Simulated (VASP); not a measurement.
# Mg (P6_3/mmc) in VASP: settings compared, part 2 of 2

VASP 6.6.1. The steps go on from the part before.

## (4) Single point, LDA

This run uses another cell than the first one, of 22.55 Å³/atom.

File INCAR:

```
PREC     = Accurate       # precision mode
ENCUT    = 520            # plane-wave cutoff, eV
EDIFF    = 1E-7           # SCF threshold, eV
ISMEAR   = -1             # smearing method
SIGMA    = 0.05           # smearing width, eV
LREAL    = False          # projectors in reciprocal space
LASPH    = True           # aspherical terms in the spheres
NELM     = 80             # most SCF steps
ALGO     = Normal         # electronic algorithm
ISIF     = 2              # what is computed and relaxed
LWAVE    = False          # write WAVECAR
LCHARG   = False          # write CHGCAR
GGA      = CA             # functional
NBANDS   = 12             # bands
```

File KPOINTS:

```
Automatic mesh
0
Gamma
  10 10 3
```

File POSCAR:

```
Mg
1.0
    3.1768261656      0.0000000000      0.0000000000
   -1.5884130828      2.7512121628      0.0000000000
    0.0000000000      0.0000000000     10.3188620100
Mg
4
Direct
    0.6666666667      0.3333333333      0.7500000000
    0.0000000000      0.0000000000      0.5000000000
    0.3333333333      0.6666666667      0.2500000000
    0.0000000000      0.0000000000      0.0000000000
```

Potentials or basis: VASP PAW LDA potentials, release 64 (Mg).

On the command line:

```console
> cat potpaw_LDA.64/Mg/POTCAR > POTCAR
> mpirun -np 1 vasp_std > vasp.out
```

OUTCAR:

```text
PREC = Accurate
   ENCUT = 520
   EDIFF = 1E-7
   ISMEAR = -1
   LREAL = False
   LASPH = True
   NELM = 80
   ISIF = 2
   GGA = CA

 ion  position               nearest neighbor table
   1  0.667  0.333  0.750-   2 3.17   4 3.17   2 3.17   4 3.17   2 3.17   4 3.17
   2  0.000  0.000  0.500-   1 3.17   3 3.17   3 3.17   1 3.17   1 3.17   3 3.17
   3  0.333  0.667  0.250-   2 3.17   4 3.17   2 3.17   4 3.17   2 3.17   4 3.17
   4  0.000  0.000  0.000-   1 3.17   3 3.17   3 3.17   1 3.17   1 3.17   3 3.17

  LATTYP: Found a hexagonal cell.
 ALAT       =     3.1768261656
 C/A-ratio  =     3.2481670296

  Lattice vectors:

 A1 = (   3.1768261656,   0.0000000000,   0.0000000000)
 A2 = (  -1.5884130828,   2.7512121628,   0.0000000000)
 A3 = (   0.0000000000,   0.0000000000,  10.3188620100)

Analysis of symmetry for initial positions (statically):
=====================================================================
 Subroutine PRICEL returns:
 Original cell was already a primitive cell.

 Routine SETGRP: Setting up the symmetry group for a
 hexagonal supercell.

 Subroutine GETGRP returns: Found 24 space group operations
 (whereof 12 operations were pure point group operations)
 out of a pool of 24 trial point group operations.

The static configuration has the point symmetry D_3d.
 The point group associated with its full space group is D_6h.

Analysis of symmetry for dynamics (positions and initial velocities):
=====================================================================
 Subroutine PRICEL returns:
 Original cell was already a primitive cell.

 Routine SETGRP: Setting up the symmetry group for a
 hexagonal supercell.

 Subroutine GETGRP returns: Found 24 space group operations
 (whereof 12 operations were pure point group operations)
 out of a pool of 24 trial point group operations.

The dynamic configuration has the point symmetry D_3d.
 The point group associated with its full space group is D_6h.

 Subroutine INISYM returns: Found 24 space group operations
 (whereof 12 operations are pure point group operations),
 and found     1 'primitive' translations

----------------------------------------------------------------------------------------

                                     Primitive cell

  volume of cell :      90.1881

  direct lattice vectors                    reciprocal lattice vectors
     3.176826166  0.000000000  0.000000000     0.314779578  0.181738074  0.000000000
    -1.588413083  2.751212163  0.000000000     0.000000000  0.363476148  0.000000000
     0.000000000  0.000000000 10.318862010     0.000000000  0.000000000  0.096909911

  length of vectors
     3.176826166  3.176826166 10.318862010     0.363476148  0.363476148  0.096909911

  position of ions in fractional coordinates (direct lattice)
     0.666666667  0.333333333  0.750000000
     0.000000000  0.000000000  0.500000000
     0.333333333  0.666666667  0.250000000
     0.000000000  0.000000000  0.000000000

  ion indices of the primitive-cell ions
   primitive index   ion index
                 1           1
                 2           2
                 3           3
                 4           4

----------------------------------------------------------------------------------------

[... 31 lines left out ...]
  0.500000  0.000000  0.000000      3.000000
[... 16 lines left out ...]
  0.300000  0.100000  0.333333     24.000000
  0.400000  0.100000  0.333333     24.000000
 [... further k-points ...]
   k-points           NKPTS =     28   k-points in BZ     NKDIM =     28   number of bands    NBANDS=     12
   number of dos      NEDOS =    301   number of ions     NIONS =      4
   total plane-waves  NPLWV =  46080
   dimension x,y,z NGX =    24 NGY =   24 NGZ =   80
   dimension x,y,z NGXF=    48 NGYF=   48 NGZF=  160
   ions per type =               4
   NGX,Y,Z   is equivalent  to a cutoff of  12.56, 12.56, 12.89 a.u.
   NGXF,Y,Z  is equivalent  to a cutoff of  25.12, 25.12, 25.78 a.u.
 SYSTEM =  unknown system
   PREC   = accura    normal or accurate (medium, high low for compatibility)
   ISTART =      0    job   : 0-new  1-cont  2-samecut
   ICHARG =      2    charge: 1-file 2-atom 10-const
   ISPIN  =      1    spin polarized calculation?
   LNONCOLLINEAR =      F non collinear calculations
   LSORBIT =      F    spin-orbit coupling
   LASPH  =      T    aspherical Exc in radial PAW
   ENCUT  =  520.0 eV  38.22 Ry    6.18 a.u.   5.91  5.91 19.19*2*pi/ulx,y,z
   NELM   =     80;   NELMIN=  2; NELMDL= -5     # of ELM steps
   EDIFF  = 0.1E-06   stopping-criterion for ELM
   LREAL  =      F    real-space projection
   EDIFFG = 0.1E-05   stopping-criterion for IOM
   NSW    =      0    number of steps for IOM
   IBRION =     -1    ionic relax: 0-MD 1-quasi-New 2-CG
   NFREE  =      0    steps in history (QN), initial steepest desc. (CG)
   ISIF   =      2    stress and relaxation
   ISYM   =      2    0-nonsym 1-usesym 2-fastsym
   POTIM  = 0.5000    time-step for ionic-motion
   TEBEG  =    0.0;   TEEND  =   0.0 temperature during run
   PSTRESS=    0.0 pullay stress
   NELECT =       8.0000    total number of electrons
   NUPDOWN=      -1.0000    fix difference up-down
   EMIN   =  10.00;   EMAX   =-10.00  energy-range for DOS
   EFERMI =   0.00;   METHOD = LEGACY
   ISMEAR =    -1;   SIGMA  =   0.05  broadening in eV -4-tet -1-fermi 0-gaus
   EFERMI_NEDOS =   21; number of points for ismear=-14 and -15
   IALGO  =     38    algorithm
   IMIX   =      4    mixing-type and parameters
     AMIX     =   0.40;   BMIX     =  1.00
     AMIX_MAG =   1.60;   BMIX_MAG =  1.00
  volume/ion in A,a.u.               =      22.55       152.15
  Fermi-wavevector in a.u.,A,eV,Ry     =   0.730110  1.379708  7.252733  0.533061
  Thomas-Fermi vector in A             =   1.821999
   LORBIT       =      0    0 simple, 1 ext, 2 COOP (PROOUT), +10 PAW based schemes
   GGA     = CA    functional components
   LHFCALC =     F    Hartree Fock is set to
   AEXX    =    0.0000 exact exchange contribution
   IVDW    =     0    specifies the selected vdW correction
   LEPSILON=     F    determine dielectric tensor
   LRPA    =     F    only Hartree local field effects (RPA)
 non-spin polarized calculation
  energy-cutoff  :      520.00
  volume of cell :       90.19
 maximum number of plane-waves:      2456
 NGX is ok and might be reduce to    24
   NGX = 11   NGY = 11   NGZ = 39

 number of electron       8.0000000 magnetization

 Free energy of the ion-electron system (eV)
  ---------------------------------------------------
  ext. energy  EPLUGINS =         0.00000000
  ---------------------------------------------------
  free energy    TOTEN  =        -7.20059997 eV

  energy without entropy =       -7.18390589  energy(sigma->0) =       -7.19225293

 E-fermi :   2.6653     XC(G=0):  -8.7377

 val. band max:        2.6588010075   @ k =   0.3000   0.3000   0.0000
 cond. band min:       2.7242893616   @ k =   0.3000   0.3000   0.3333
 fundamental gap:      0.0654883541
 Fermi energy:         2.6653374454

 k-point     1 :       0.0000    0.0000    0.0000
  band No.  band energies     occupation
      1      -4.4338      2.00000
      2      -3.0288      2.00000
      3      -3.0283      2.00000
      4       0.8817      2.00000
      5       1.2834      2.00000
      6       7.6142      0.00000
      7       7.6233      0.00000
      8      13.5819      0.00000
      9      13.5819      0.00000
     10      13.6213      0.00000
     11      13.6213      0.00000
     12      14.3570      0.00000
[... 331 lines left out ...]
 k-point    24 :       0.4000    0.1000    0.3333
  band No.  band energies     occupation
      1      -0.1950      2.00000
      2       0.2506      2.00000
      3       1.6532      2.00000
      4       1.8247      2.00000
      5       2.3908      1.99179
      6       3.3393      0.00000
      7       4.0283      0.00000
      8       5.2207      0.00000
      9       6.6489      0.00000
     10       7.3491      0.00000
     11       7.9416      0.00000
     12       8.7551      0.00000

 [... further k-points ...]
[... 5 lines left out ...]
  --------------------------------------------------------------------------------------
  -------------------------------------------------------------------------------------
  Total       -1.1061570     -1.1061570     -0.5182315      0.0000000      0.0000000      0.0000000
  in kB      -19.6506989    -19.6506989     -9.2062989      0.0000000      0.0000000      0.0000000
  external PRESSURE =     -16.1692322 kB  Pullay stress =       0.0000000 kB

 VOLUME and BASIS-vectors are now :
 -----------------------------------------------------------------------------
  energy-cutoff  :      520.00
  volume of cell :       90.19
      direct lattice vectors                 reciprocal lattice vectors
     3.176826166  0.000000000  0.000000000     0.314779578  0.181738074  0.000000000
    -1.588413083  2.751212163  0.000000000     0.000000000  0.363476148  0.000000000
     0.000000000  0.000000000 10.318862010     0.000000000  0.000000000  0.096909911

 POSITION                                       TOTAL-FORCE (eV/Angst)
 -----------------------------------------------------------------------------------
      1.58841      0.91707      7.73915        -0.000000      0.000000      0.000000
      0.00000      0.00000      5.15943        -0.000000      0.000000      0.000000
     -0.00000      1.83414      2.57972         0.000000     -0.000000     -0.000000
      0.00000      0.00000      0.00000        -0.000000      0.000000      0.000000
 -----------------------------------------------------------------------------------
    total drift:                                0.000000     -0.000000      0.000000

  FREE ENERGIE OF THE ION-ELECTRON SYSTEM (eV)
  ---------------------------------------------------
  free  energy   TOTEN  =        -7.2005999713 eV

  energy  without entropy=       -7.1839058858  energy(sigma->0) =       -7.19225293
```

Wall time 29 s (1 thread of Intel Xeon 8259CL, shared host); peak memory 0.17 GiB.

Results:

| Quantity | Value |
| --- | --- |
| Free energy | -7.2006 eV |
| Pressure | -1.6 GPa |
| Band gap on the k mesh | zero (bands 4 and 5 overlap by 1.95 eV) |

Levels at points of the mesh, in eV from the Fermi level:
```csv
k point,band 1,band 2,band 3,band 4,band 5,band 6,band 7,band 8
"(0.00, 0.00, 0.00)",-7.10,-5.69,-5.69,-1.78,-1.38,4.95,4.96,10.92
"(0.50, 0.00, 0.00)",-2.26,-2.25,-1.17,-1.16,-0.63,-0.61,2.68,2.88
```

## (5) Summary

| level | potentials or basis | cell | smearing | gap on the mesh (eV) | pressure (GPa) |
| --- | --- | --- | --- | --- | --- |
| LDA | VASP PAW LDA potentials, release 64 (Mg) | a = 3.122, b = 3.122, c = 10.309 Å, angles 90.0, 90.0, 120.0°, 4 atoms | fermi-dirac 0.05 eV | none | -0.3 |
| PBE | VASP PAW PBE potentials, release 64 (Mg) | a = 3.177, b = 3.177, c = 10.319 Å, angles 90.0, 90.0, 120.0°, 4 atoms | gaussian 0.011 eV | none | 0.8 |
| LDA | VASP PAW LDA potentials, release 64 (Mg) | a = 3.177, b = 3.177, c = 10.319 Å, angles 90.0, 90.0, 120.0°, 4 atoms | fermi-dirac 0.05 eV | none | -1.6 |

Alike in all rows: task single point; no spin polarisation; k mesh 10 × 10 × 3; cutoff (eV) 520.

Absolute energies hang on the potentials; compare differences alone.

The gap in the log of VASP goes by the Fermi energy; the results here count the filled bands.